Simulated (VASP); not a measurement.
# H3C5I2N (C5H3I2N) (Fmm2) in VASP: single point with r2SCAN

Aim: the single point of H3C5I2N (C5H3I2N) with r2SCAN.

Program: VASP 6.6.1. These are calculated values, not measurements. Logs are shortened: lines on timing, memory, paths and dates and some standing lists are left out, and cuts for length are marked.

### Step 1. The cell of the first run

The structure is orthorhombic, space group Fmm2 (No. 42). The conventional cell has a = 7.001 Å, b = 17.357 Å, c = 6.258 Å, α = 90.00°, β = 90.00°, γ = 90.00°. Within 1.5 Å of H (site symmetry m) lie 1 C at 1.08 Å. Within 1.5 Å of H (site symmetry mm2) lie 1 C at 1.09 Å. Within 1.8 Å of C (site symmetry m) lie 1 N at 1.32 Å and 1 C at 1.39 Å. Within 1.5 Å of C (site symmetry m) lie 1 H at 1.08 Å and 2 C at 1.39 Å. Within 1.5 Å of C (site symmetry mm2) lie 1 H at 1.09 Å and 2 C at 1.39 Å. I (site symmetry m) has 1 C at 2.12 Å within 2.8 Å. N (site symmetry mm2) has 2 C at 1.32 Å within 1.8 Å.

### Step 2. Single point, r2SCAN

Contents of POSCAR:

```
H3C5I2N
1.0
    0.0000000000      8.6784904953      3.1289559143
    3.5006687784      0.0000000000      3.1289559143
    3.5006687784      8.6784904953      0.0000000000
H C I N
3 5 2 1
Direct
    0.2499909044      0.4978052162      0.5021947838
    0.4978052162      0.2499909044      0.7500090956
    0.1709511974      0.1709511974      0.8290488026
    0.6125830185      0.7425817014      0.2574182986
    0.7425817014      0.6125830185      0.3874169815
    0.3869443800      0.5253423655      0.4746576345
    0.5253423655      0.3869443800      0.6130556200
    0.3446157198      0.3446157198      0.6553842802
    0.6905356856      0.0268212581      0.9731787419
    0.0268212581      0.6905356856      0.3094643144
    0.7873285531      0.7873285531      0.2126714469
```

Contents of INCAR.step1:

```
SYSTEM = H3C5I2N
ALGO     = Normal         ! electronic algorithm
EDIFF    = 1E-5           ! SCF threshold, eV
ENCUT    = 660            ! plane-wave cutoff, eV
GGA      = PE             ! functional
GGA_COMPAT= .FALSE.      
ISMEAR   = 0              ! smearing method
LASPH    = .TRUE.         ! aspherical terms in the spheres
LCHARG   = .FALSE.        ! write CHGCAR
LREAL    = .FALSE.        ! projectors in reciprocal space
LWAVE    = .TRUE.         ! write WAVECAR
NBANDS   = 32             ! bands
NELM     = 120            ! most SCF steps
PREC     = Accurate       ! precision mode
SIGMA    = 0.02           ! smearing width, eV
```

Contents of INCAR.step2:

```
SYSTEM = H3C5I2N
ALGO     = Normal         ! electronic algorithm
EDIFF    = 1E-6           ! SCF threshold, eV
ENCUT    = 660            ! plane-wave cutoff, eV
GGA_COMPAT= .FALSE.      
ISIF     = 2              ! what is computed and relaxed
ISMEAR   = 0              ! smearing method
ISTART   = 1            
LASPH    = .TRUE.         ! aspherical terms in the spheres
LCHARG   = .FALSE.        ! write CHGCAR
LMIXTAU  = .TRUE.       
LREAL    = .FALSE.        ! projectors in reciprocal space
LWAVE    = .FALSE.        ! write WAVECAR
METAGGA  = R2SCAN         ! meta-GGA
NBANDS   = 32             ! bands
NELM     = 120            ! most SCF steps
PREC     = Accurate       ! precision mode
SIGMA    = 0.02           ! smearing width, eV
```

Contents of KPOINTS:

```
k-points
0
G
  4 4 4
  0 0 0
```

Potentials or basis: VASP PAW PBE potentials, release 64 (H, C, I, N).

On the command line:

```bash
$ cat potpaw_PBE.64/H/POTCAR potpaw_PBE.64/C/POTCAR potpaw_PBE.64/I/POTCAR potpaw_PBE.64/N/POTCAR > POTCAR
$ cp INCAR.step1 INCAR
$ mpirun -np 1 vasp_std > vasp.out
$ cp INCAR.step2 INCAR
$ mpirun -np 1 vasp_std > vasp.out
```

OUTCAR:

```text
SYSTEM = H3C5I2N
   EDIFF = 1E-6
   ENCUT = 660
   ISIF = 2
   ISMEAR = 0
   ISTART = 1
   LASPH = .TRUE.
   LREAL = .FALSE.
   METAGGA = R2SCAN
   NELM = 120
   PREC = Accurate

 ion  position               nearest neighbor table
   1  0.250  0.498  0.502-   6 1.08
   2  0.498  0.250  0.750-   7 1.08
   3  0.171  0.171  0.829-   8 1.09
   4  0.613  0.743  0.257-  11 1.32   6 1.39   9 2.12
   5  0.743  0.613  0.387-  11 1.32   7 1.39  10 2.12
   6  0.387  0.525  0.475-   1 1.08   4 1.39   8 1.39
   7  0.525  0.387  0.613-   2 1.08   5 1.39   8 1.39
   8  0.345  0.345  0.655-   3 1.09   6 1.39   7 1.39
   9  0.691  0.027  0.973-   4 2.12
  10  0.027  0.691  0.309-   5 2.12
  11  0.787  0.787  0.213-   4 1.32   5 1.32

  LATTYP: Found a face centered orthorhombic cell.
 ALAT       =     6.2579118286
 B/A-ratio  =     1.1187977313
 C/A-ratio  =     2.7736058714

  Lattice vectors:

 A1 = (   3.5006687784,   8.6784904953,   0.0000000000)
 A2 = (   0.0000000000,   8.6784904953,   3.1289559143)
 A3 = (   3.5006687784,   0.0000000000,   3.1289559143)

Analysis of symmetry for initial positions (statically):
=====================================================================
 Subroutine PRICEL returns:
 Original cell was already a primitive cell.

 Routine SETGRP: Setting up the symmetry group for a
 face centered orthorhombic supercell.

 Subroutine GETGRP returns: Found  4 space group operations
 (whereof  4 operations were pure point group operations)
 out of a pool of  8 trial point group operations.

The static configuration has the point symmetry C_2v.

Analysis of symmetry for dynamics (positions and initial velocities):
=====================================================================
 Subroutine PRICEL returns:
 Original cell was already a primitive cell.

 Routine SETGRP: Setting up the symmetry group for a
 face centered orthorhombic supercell.

 Subroutine GETGRP returns: Found  4 space group operations
 (whereof  4 operations were pure point group operations)
 out of a pool of  8 trial point group operations.

The dynamic configuration has the point symmetry C_2v.

 Subroutine INISYM returns: Found  4 space group operations
 (whereof  4 operations are pure point group operations),
 and found     1 'primitive' translations

----------------------------------------------------------------------------------------

                                     Primitive cell

  volume of cell :     190.1186

  direct lattice vectors                    reciprocal lattice vectors
     0.000000000  8.678490495  3.128955914    -0.142829851  0.057613706  0.159797713
     3.500668778  0.000000000  3.128955914     0.142829851 -0.057613706  0.159797713
     3.500668778  8.678490495  0.000000000     0.142829851  0.057613706 -0.159797713

  length of vectors
     9.225321804  4.695215332  9.357931351     0.221934708  0.221934708  0.221934708

  position of ions in fractional coordinates (direct lattice)
     0.249990904  0.497805216  0.502194784
     0.497805216  0.249990904  0.750009096
     0.170951197  0.170951197  0.829048803
     0.612583018  0.742581701  0.257418299
     0.742581701  0.612583018  0.387416982
     0.386944380  0.525342366  0.474657634
     0.525342366  0.386944380  0.613055620
     0.344615720  0.344615720  0.655384280
     0.690535686  0.026821258  0.973178742
     0.026821258  0.690535686  0.309464314
     0.787328553  0.787328553  0.212671447

  ion indices of the primitive-cell ions
   primitive index   ion index
                 1           1
                 2           2
                 3           3
                 4           4
                 5           5
                 6           6
                 7           7
                 8           8
                 9           9
                10          10
                11          11

----------------------------------------------------------------------------------------

 KPOINTS: k-points

Automatic generation of k-mesh.
 Grid dimensions read from file:
 generate k-points for:    4    4    4

 Generating k-lattice:

  Cartesian coordinates                     Fractional coordinates (reciprocal lattice)
    -0.035707463  0.014403427  0.039949428     0.250000000  0.000000000  0.000000000
     0.035707463 -0.014403427  0.039949428     0.000000000  0.250000000 -0.000000000
     0.035707463  0.014403427 -0.039949428     0.000000000 -0.000000000  0.250000000

  Length of vectors
     0.055483677  0.055483677  0.055483677

  Shift w.r.t. Gamma in fractional coordinates (k-lattice)
     0.000000000  0.000000000  0.000000000

 Subroutine IBZKPT returns following result:
 ===========================================

 Found     18 irreducible k-points:

 Following reciprocal coordinates:
            Coordinates               Weight
  0.000000  0.000000  0.000000      1.000000
  0.250000 -0.000000  0.000000      8.000000
  0.500000 -0.000000  0.000000      4.000000
  0.250000  0.250000  0.000000      2.000000
  0.500000  0.250000  0.000000      8.000000
 -0.250000  0.250000  0.000000      4.000000
[... 10 lines left out ...]
 -0.250000  0.250000  0.500000      2.000000
  0.000000  0.500000  0.500000      1.000000
   k-points           NKPTS =     18   k-points in BZ     NKDIM =     18   number of bands    NBANDS=     32
   number of dos      NEDOS =    301   number of ions     NIONS =     11
   total plane-waves  NPLWV = 256000
   dimension x,y,z NGX =    80 NGY =   40 NGZ =   80
   dimension x,y,z NGXF=   160 NGYF=   80 NGZF=  160
   ions per type =               3   5   2   1
   NGX,Y,Z   is equivalent  to a cutoff of  14.42, 14.16, 14.21 a.u.
   NGXF,Y,Z  is equivalent  to a cutoff of  28.83, 28.33, 28.42 a.u.
 SYSTEM =  H3C5I2N
   PREC   = accura    normal or accurate (medium, high low for compatibility)
   ISTART =      1    job   : 0-new  1-cont  2-samecut
   ICHARG =      0    charge: 1-file 2-atom 10-const
   ISPIN  =      1    spin polarized calculation?
   LNONCOLLINEAR =      F non collinear calculations
   LSORBIT =      F    spin-orbit coupling
   LASPH  =      T    aspherical Exc in radial PAW
   ENCUT  =  660.0 eV  48.51 Ry    6.96 a.u.  19.32  9.84 19.60*2*pi/ulx,y,z
   NELM   =    120;   NELMIN=  2; NELMDL=  0     # of ELM steps
   EDIFF  = 0.1E-05   stopping-criterion for ELM
   LREAL  =      F    real-space projection
   EDIFFG = 0.1E-04   stopping-criterion for IOM
   NSW    =      0    number of steps for IOM
   IBRION =     -1    ionic relax: 0-MD 1-quasi-New 2-CG
   NFREE  =      0    steps in history (QN), initial steepest desc. (CG)
   ISIF   =      2    stress and relaxation
   ISYM   =      2    0-nonsym 1-usesym 2-fastsym
   POTIM  = 0.5000    time-step for ionic-motion
   TEBEG  =    0.0;   TEEND  =   0.0 temperature during run
   PSTRESS=    0.0 pullay stress
   NELECT =      42.0000    total number of electrons
   NUPDOWN=      -1.0000    fix difference up-down
   EMIN   =  10.00;   EMAX   =-10.00  energy-range for DOS
   EFERMI =   0.00;   METHOD = LEGACY
   ISMEAR =     0;   SIGMA  =   0.02  broadening in eV -4-tet -1-fermi 0-gaus
   EFERMI_NEDOS =   21; number of points for ismear=-14 and -15
   IALGO  =     38    algorithm
   IMIX   =      4    mixing-type and parameters
     AMIX     =   0.40;   BMIX     =  1.00
     AMIX_MAG =   1.60;   BMIX_MAG =  1.00
  volume/ion in A,a.u.               =      17.28       116.63
  Fermi-wavevector in a.u.,A,eV,Ry     =   0.989653  1.870173 13.325730  0.979414
  Thomas-Fermi vector in A             =   2.121267
   LORBIT       =      0    0 simple, 1 ext, 2 COOP (PROOUT), +10 PAW based schemes
   METAGGA = R2SCAN    functional components
   LHFCALC =     F    Hartree Fock is set to
   AEXX    =    0.0000 exact exchange contribution
   IVDW    =     0    specifies the selected vdW correction
   LEPSILON=     F    determine dielectric tensor
   LRPA    =     F    only Hartree local field effects (RPA)
 non-spin polarized calculation
 Gauss-broadening in eV      SIGMA  =   0.02
  energy-cutoff  :      660.00
  volume of cell :      190.12
 maximum number of plane-waves:      7333
 NGX is ok and might be reduce to    80
   NGX = 39   NGY = 19   NGZ = 39

 number of electron      42.0000000 magnetization

 Free energy of the ion-electron system (eV)
  ---------------------------------------------------
  ext. energy  EPLUGINS =         0.00000000
  ---------------------------------------------------
  free energy    TOTEN  =      -116.82023532 eV

  energy without entropy =     -116.82023532  energy(sigma->0) =     -116.82023532

 E-fermi :   0.4720     XC(G=0):  -8.2344

 val. band max:        0.3550367040   @ k =   0.0000   0.5000   0.5000
 cond. band min:       3.7004663534   @ k =   0.5000   0.5000   0.0000
 fundamental gap:      3.3454296494
 Fermi energy:         0.4719808384

 k-point     1 :       0.0000    0.0000    0.0000
  band No.  band energies     occupation
      1     -19.7347      2.00000
      2     -15.3578      2.00000
      3     -14.8061      2.00000
      4     -12.5312      2.00000
      5     -11.7579      2.00000
      6     -10.2021      2.00000
[... 24 lines left out ...]
     31       9.2035      0.00000
     32       9.7346      0.00000

 k-point     2 :       0.2500   -0.0000    0.0000
  band No.  band energies     occupation
      1     -19.7206      2.00000
      2     -15.3946      2.00000
      3     -14.7738      2.00000
      4     -12.4685      2.00000
      5     -11.8521      2.00000
      6     -10.1308      2.00000
[... 24 lines left out ...]
     31       9.2125      0.00000
     32       9.6295      0.00000
[... 523 lines left out ...]
     31       9.2178      0.00000
     32       9.5146      0.00000

 k-point    18 :       0.0000    0.5000    0.5000
  band No.  band energies     occupation
      1     -19.6921      2.00000
      2     -15.4107      2.00000
      3     -14.6974      2.00000
      4     -12.3564      2.00000
      5     -11.9117      2.00000
      6     -10.2373      2.00000
[... 24 lines left out ...]
     31       9.8141      0.00000
     32      10.6095      0.00000

------------------------ aborting loop because EDIFF is reached ----------------------------------------

  FORCE on cell =-STRESS in cart. coord.  units (eV):
  Direction    XX          YY          ZZ          XY          YZ          ZX
  --------------------------------------------------------------------------------------
  -------------------------------------------------------------------------------------
  Total       -0.1305152      0.2310752      0.1640902      0.0000000      0.0000000      0.0000000
  in kB       -1.0998844      1.9473288      1.3828295      0.0000000      0.0000000      0.0000000
  external PRESSURE =       0.7434246 kB  Pullay stress =       0.0000000 kB

 VOLUME and BASIS-vectors are now :
 -----------------------------------------------------------------------------
  energy-cutoff  :      660.00
  volume of cell :      190.12
      direct lattice vectors                 reciprocal lattice vectors
     0.000000000  8.678490495  3.128955914    -0.142829851  0.057613706  0.159797713
     3.500668778  0.000000000  3.128955914     0.142829851 -0.057613706  0.159797713
     3.500668778  8.678490495  0.000000000     0.142829851  0.057613706 -0.159797713

 POSITION                                       TOTAL-FORCE (eV/Angst)
 -----------------------------------------------------------------------------------
      3.50067      6.52784      2.33982         0.000000     -0.038858     -0.021721
      3.50067     10.82914      2.33982         0.000000      0.038858     -0.021721
      3.50067      8.67849      1.06980         0.000000      0.000000     -0.045196
      3.50067      7.55030      4.24025         0.000000     -0.178545      0.030256
      3.50067      9.80668      4.24025         0.000000      0.178545      0.030256
      3.50067      7.47740      2.85451         0.000000     -0.026408     -0.013625
      3.50067      9.87958      2.85451         0.000000      0.026408     -0.013625
      3.50067      8.67849      2.15657         0.000000      0.000000     -0.025448
      3.50067     14.43853      2.24458         0.000000      0.034642     -0.022614
      3.50067      2.91845      2.24458         0.000000     -0.034642     -0.022614
      3.50067      8.67849      4.92703         0.000000      0.000000      0.126052
 -----------------------------------------------------------------------------------
    total drift:                               -0.000007      0.000006     -0.000060

  FREE ENERGIE OF THE ION-ELECTRON SYSTEM (eV)
  ---------------------------------------------------
  free  energy   TOTEN  =      -116.8202353192 eV

  energy  without entropy=     -116.8202353192  energy(sigma->0) =     -116.82023532
```

Wall time 15 min (1 thread of Intel Xeon Platinum 8375C at 2.90GHz (Ice Lake), shared host); peak memory 0.7 GiB.

Results:

| Item | Value |
| --- | --- |
| Free energy | -116.8202 eV |
| Pressure | 0.1 GPa |
| Largest force | 0.181 eV/Å |
| Band gap on the k mesh | 3.35 eV, indirect (least direct gap 3.73 eV) |

Forces on the atoms (eV/Å):
```
H    0.000 -0.039 -0.022
H    0.000  0.039 -0.022
H    0.000  0.000 -0.045
C    0.000 -0.179  0.030
C    0.000  0.179  0.030
C    0.000 -0.026 -0.014
C    0.000  0.026 -0.014
C    0.000  0.000 -0.025
I    0.000  0.035 -0.023
I    0.000 -0.035 -0.023
N    0.000  0.000  0.126
```

Stress tensor (GPa, compression positive):
```
-0.11  0.00  0.00
 0.00  0.19  0.00
 0.00  0.00  0.14
```

Caveat: the PAW data sets were made with another functional, which shifts forces and pressure a little; spin-orbit coupling is left out, which moves the levels of the heavy elements. A k mesh can miss the band edges.
